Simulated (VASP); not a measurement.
# KBr (Fm-3m) in VASP: a series of runs

KBr is run at these levels: r2SCAN, PBEsol; tasks: single point.

Everything below comes from runs of VASP 6.6.1. Logs are shortened: lines on timing, memory, paths and dates and some standing lists are left out, and cuts for length are marked.

## 1. The cell of the first run

It takes space group Fm-3m (No. 225, cubic). The conventional cell has a = 6.600 Å, b = 6.600 Å, c = 6.600 Å, α = 90.00°, β = 90.00°, γ = 90.00°. Within 4.3 Å of Br (site symmetry m-3m) lie 6 K at 3.30 Å. K (site symmetry m-3m) has 6 Br at 3.30 Å within 4.3 Å.

## 2. Single point, r2SCAN

POSCAR reads:

```
KBr
1.0
    0.0000000000      3.3000000000      3.3000000000
    3.3000000000      0.0000000000      3.3000000000
    3.3000000000      3.3000000000      0.0000000000
Br K
1 1
Direct
    0.5000000000      0.5000000000      0.5000000000
    0.0000000000      0.0000000000      0.0000000000
```

INCAR.step1 reads:

```
ALGO = Normal ; EDIFF = 1E-4
ENCUT = 520 ; GGA = PE
ISMEAR = -1 ; LASPH = True
LCHARG = False ; LREAL = False
LWAVE = True ; NBANDS = 15
NELM = 100 ; PREC = Accurate
SIGMA = 0.05
```

INCAR.step2 reads:

```
ALGO = Normal ; EDIFF = 1E-7
ENCUT = 520 ; ISIF = 2
ISMEAR = -1 ; ISTART = 1
LASPH = True ; LCHARG = True
LELF = True ; LMIXTAU = True
LREAL = False ; LVHAR = True
LWAVE = False ; METAGGA = R2SCAN
NBANDS = 15 ; NELM = 100
PREC = Accurate ; SIGMA = 0.05
```

KPOINTS reads:

```
k-points
0
Gamma
  7 7 7
```

Potentials or basis: VASP PAW PBE potentials, release 64 (Br, K_sv).

Run with:

```console
cat potpaw_PBE.64/Br/POTCAR potpaw_PBE.64/K_sv/POTCAR > POTCAR
cp INCAR.step1 INCAR
mpirun -np 1 vasp_std > vasp.out
cp INCAR.step2 INCAR
mpirun -np 1 vasp_std > vasp.out
```

OUTCAR:

```text
EDIFF = 1E-7
   ENCUT = 520
   ISIF = 2
   ISMEAR = -1
   ISTART = 1
   LASPH = True
   LREAL = False
   METAGGA = R2SCAN
   NELM = 100
   PREC = Accurate

 ion  position               nearest neighbor table
   1  0.500  0.500  0.500-   2 3.30   2 3.30   2 3.30   2 3.30   2 3.30   2 3.30
   2  0.000  0.000  0.000-   1 3.30   1 3.30   1 3.30   1 3.30   1 3.30   1 3.30

  LATTYP: Found a face centered cubic cell.
 ALAT       =     6.6000000000

  Lattice vectors:

 A1 = (   0.0000000000,   3.3000000000,   3.3000000000)
 A2 = (   3.3000000000,   0.0000000000,   3.3000000000)
 A3 = (   3.3000000000,   3.3000000000,   0.0000000000)

Analysis of symmetry for initial positions (statically):
=====================================================================
 Subroutine PRICEL returns:
 Original cell was already a primitive cell.

 Routine SETGRP: Setting up the symmetry group for a
 face centered cubic supercell.

 Subroutine GETGRP returns: Found 48 space group operations
 (whereof 48 operations were pure point group operations)
 out of a pool of 48 trial point group operations.

The static configuration has the point symmetry O_h .

Analysis of symmetry for dynamics (positions and initial velocities):
=====================================================================
 Subroutine PRICEL returns:
 Original cell was already a primitive cell.

 Routine SETGRP: Setting up the symmetry group for a
 face centered cubic supercell.

 Subroutine GETGRP returns: Found 48 space group operations
 (whereof 48 operations were pure point group operations)
 out of a pool of 48 trial point group operations.

The dynamic configuration has the point symmetry O_h .

 Subroutine INISYM returns: Found 48 space group operations
 (whereof 48 operations are pure point group operations),
 and found     1 'primitive' translations

----------------------------------------------------------------------------------------

                                     Primitive cell

  volume of cell :      71.8740

  direct lattice vectors                    reciprocal lattice vectors
     0.000000000  3.300000000  3.300000000    -0.151515152  0.151515152  0.151515152
     3.300000000  0.000000000  3.300000000     0.151515152 -0.151515152  0.151515152
     3.300000000  3.300000000  0.000000000     0.151515152  0.151515152 -0.151515152

  length of vectors
     4.666904756  4.666904756  4.666904756     0.262431941  0.262431941  0.262431941

[... 82 lines left out ...]
   ISYM   =      2    0-nonsym 1-usesym 2-fastsym
   POTIM  = 0.5000    time-step for ionic-motion
   TEBEG  =    0.0;   TEEND  =   0.0 temperature during run
   PSTRESS=    0.0 pullay stress
   NELECT =      16.0000    total number of electrons
   NUPDOWN=      -1.0000    fix difference up-down
   EMIN   =  10.00;   EMAX   =-10.00  energy-range for DOS
   EFERMI =   0.00;   METHOD = LEGACY
   ISMEAR =    -1;   SIGMA  =   0.05  broadening in eV -4-tet -1-fermi 0-gaus
   EFERMI_NEDOS =   21; number of points for ismear=-14 and -15
   IALGO  =     38    algorithm
   IMIX   =      4    mixing-type and parameters
     AMIX     =   0.40;   BMIX     =  1.00
     AMIX_MAG =   1.60;   BMIX_MAG =  1.00
  volume/ion in A,a.u.               =      35.94       242.51
  Fermi-wavevector in a.u.,A,eV,Ry     =   0.992181  1.874950 13.393889  0.984423
  Thomas-Fermi vector in A             =   2.123975
   LORBIT       =      0    0 simple, 1 ext, 2 COOP (PROOUT), +10 PAW based schemes
   METAGGA = R2SCAN    functional components
   LHFCALC =     F    Hartree Fock is set to
   AEXX    =    0.0000 exact exchange contribution
   IVDW    =     0    specifies the selected vdW correction
   LEPSILON=     F    determine dielectric tensor
   LRPA    =     F    only Hartree local field effects (RPA)
 non-spin polarized calculation
  energy-cutoff  :      520.00
  volume of cell :       71.87
 maximum number of plane-waves:      1948
   NGX = 17   NGY = 17   NGZ = 17

 number of electron      15.9999997 magnetization

 Free energy of the ion-electron system (eV)
  ---------------------------------------------------
  ext. energy  EPLUGINS =         0.00000000
  ---------------------------------------------------
  free energy    TOTEN  =       -23.24859537 eV

  energy without entropy =      -23.24859537  energy(sigma->0) =      -23.24859537

 E-fermi :  -1.0591     XC(G=0):  -7.7489

 val. band max:       -2.1487199805   @ k =   0.0000   0.0000   0.0000
 cond. band min:       2.9307337617   @ k =   0.0000   0.0000   0.0000
 fundamental gap:      5.0794537422
 Fermi energy:        -1.0590691487

 k-point     1 :       0.0000    0.0000    0.0000
  band No.  band energies     occupation
      1     -31.0314      2.00000
      2     -14.8769      2.00000
      3     -13.7374      2.00000
      4     -13.7374      2.00000
      5     -13.7374      2.00000
      6      -2.1487      2.00000
      7      -2.1487      2.00000
      8      -2.1487      2.00000
      9       2.9307      0.00000
     10       6.0873      0.00000
     11       6.0873      0.00000
     12       6.0873      0.00000
     13       7.0680      0.00000
     14       7.0680      0.00000
[... 329 lines left out ...]
      2     -14.8828      2.00000
      3     -13.8024      2.00000
      4     -13.7791      2.00000
      5     -13.6375      2.00000
      6      -2.8185      2.00000
      7      -2.7802      2.00000
      8      -2.5654      2.00000
      9       5.4447      0.00000
     10       6.1997      0.00000
     11       7.0516      0.00000
     12       7.7358      0.00000
     13       9.1125      0.00000
     14       9.1937      0.00000
     15      10.0417      0.00000

------------------------ aborting loop because EDIFF is reached ----------------------------------------

  FORCE on cell =-STRESS in cart. coord.  units (eV):
  Direction    XX          YY          ZZ          XY          YZ          ZX
  --------------------------------------------------------------------------------------
  -------------------------------------------------------------------------------------
  Total        0.0278127      0.0278127      0.0278127      0.0000000     -0.0000000      0.0000000
  in kB        0.6199852      0.6199852      0.6199852      0.0000000     -0.0000000      0.0000000
  external PRESSURE =       0.6199852 kB  Pullay stress =       0.0000000 kB

 VOLUME and BASIS-vectors are now :
 -----------------------------------------------------------------------------
  energy-cutoff  :      520.00
  volume of cell :       71.87
      direct lattice vectors                 reciprocal lattice vectors
     0.000000000  3.300000000  3.300000000    -0.151515152  0.151515152  0.151515152
     3.300000000  0.000000000  3.300000000     0.151515152 -0.151515152  0.151515152
     3.300000000  3.300000000  0.000000000     0.151515152  0.151515152 -0.151515152

 POSITION                                       TOTAL-FORCE (eV/Angst)
 -----------------------------------------------------------------------------------
      3.30000      3.30000      3.30000         0.000000      0.000000      0.000000
      0.00000      0.00000      0.00000        -0.000000     -0.000000     -0.000000
 -----------------------------------------------------------------------------------
    total drift:                                0.000000      0.000000      0.000000

  FREE ENERGIE OF THE ION-ELECTRON SYSTEM (eV)
  ---------------------------------------------------
  free  energy   TOTEN  =       -23.2485953722 eV

  energy  without entropy=      -23.2485953721  energy(sigma->0) =      -23.24859537
```

OSZICAR.step1:

```text
N       E                     dE             d eps       ncg     rms          rms(c)
DAV:   1     0.984882713874E+02    0.98488E+02   -0.69245E+03   600   0.935E+02
DAV:   2    -0.271056127089E+00   -0.98759E+02   -0.90625E+02   782   0.228E+02
DAV:   3    -0.616151280846E+01   -0.58905E+01   -0.58520E+01   826   0.493E+01
DAV:   4    -0.638555818459E+01   -0.22405E+00   -0.22401E+00   872   0.835E+00
DAV:   5    -0.638777338657E+01   -0.22152E-02   -0.22152E-02   840   0.907E-01    0.311E+00
DAV:   6    -0.621620533502E+01    0.17157E+00   -0.21604E-01   775   0.224E+00    0.227E+00
DAV:   7    -0.620506483343E+01    0.11141E-01   -0.10652E-01   817   0.176E+00    0.103E+00
DAV:   8    -0.621398096769E+01   -0.89161E-02   -0.11535E-02   630   0.789E-01    0.115E-01
DAV:   9    -0.621478236690E+01   -0.80140E-03   -0.82116E-04   845   0.176E-01    0.781E-02
DAV:  10    -0.621506465925E+01   -0.28229E-03   -0.28242E-04   606   0.963E-02    0.120E-02
DAV:  11    -0.621508219777E+01   -0.17539E-04   -0.23046E-05   608   0.301E-02
   1 F= -.62150822E+01 E0= -.62150822E+01  d E =-.439926E-10
```

It took 3.3 min on 1 thread of AMD EPYC 7R13, shared host; peak memory 0.19 GiB.

Results:

```yaml
Free_energy: -23.2486 eV
Pressure: 0.1 GPa
Band_gap_on_the_k_mesh: 5.08 eV, direct
```

Caveat: the PAW data sets were made with another functional, which shifts forces and pressure a little. A k mesh can miss the band edges.

## 3. Single point, PBEsol, non-collinear spin, zero start, spin-orbit coupling

INCAR reads:

```
SYSTEM = KBr
PREC = Accurate
ENCUT = 520
EDIFF = 1E-6
ISMEAR = -1
SIGMA = 0.05
LREAL = .FALSE.
LASPH = .TRUE.
NELM = 150
ALGO = Normal
ISIF = 2
LWAVE = .FALSE.
LCHARG = .FALSE.
LNONCOLLINEAR = .TRUE.
MAGMOM = 0 0 0 0 0 0
LORBIT = 11
LSORBIT = .TRUE.
GGA_COMPAT = .FALSE.
LORBMOM = .TRUE.
GGA = PS
NBANDS = 28
```

KPOINTS reads:

```
Automatic mesh
0
G
  5 5 5
  0 0 0
```

POSCAR is that of step 2.

Potentials or basis: VASP PAW PBE potentials, release 64 (Br, K_sv).

Run with:

```console
cat potpaw_PBE.64/Br/POTCAR potpaw_PBE.64/K_sv/POTCAR > POTCAR
mpirun -np 1 vasp_ncl > vasp.out
```

Wall time 94 s (1 thread of AMD EPYC 7R13, shared host); peak memory 0.35 GiB.

Results (log left out):

| Property | Result |
| --- | --- |
| Free energy | -6.4884 eV |
| Pressure | -0.3 GPa |
| Net moment | 0.00 μB per cell |
| Valence electrons inside the program's atomic spheres | Br 4.87; K 7.55 |

Moments on the atoms (μB; x, y, z):
```
Br  0.00 0.00 0.00
K   0.00 0.00 0.00
```

Caveat: the PAW data sets were made with another functional, which shifts forces and pressure a little.
